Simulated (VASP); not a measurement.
Runs of VASP 6.6.1 on Rh. The structure is that of space group P6_3/mmc (No. 194), or close to it. The cells are those of the table. This isn't the form of Rh at room conditions, which is fcc.

```csv
task,cell,cutoff (eV),gap on the mesh (eV),pressure (GPa)
relaxation of cell and atoms,"relaxed from a = 2.692, b = 2.692, c = 8.798 Å, angles 90.0, 90.0, 120.0°, 4 atoms",600,none,0.0
single point,"a = 2.677, b = 2.677, c = 8.843 Å, angles 90.0, 90.0, 120.0°, 4 atoms",520,none,1.1
single point,"a = 2.684, b = 2.684, c = 8.865 Å, angles 90.0, 90.0, 120.0°, 4 atoms",520,none,-0.9
single point,"a = 2.662, b = 2.662, c = 8.792 Å, angles 90.0, 90.0, 120.0°, 4 atoms",520,none,(a)
single point,"a = 2.649, b = 2.649, c = 8.745 Å, angles 90.0, 90.0, 120.0°, 4 atoms",520,none,11.3
```

Alike in all rows: level r2SCAN; potentials or basis VASP PAW PBE potentials, release 64 (Rh_pv); no spin polarisation; k mesh 7 × 7 × 2; smearing methfessel-paxton 0.3 eV.

Fill in the values left out.

(a) 6.2.

Caveats: all runs use coarse meshes; the PAW data sets were made with another functional, which shifts forces and pressure a little; the highest band is partly filled, so the run has too few bands (at least some runs).

A k mesh can miss the band edges, and the runs leave out spin-orbit coupling on Rh.

A gap of «none» marks levels without a gap at the run's occupations.
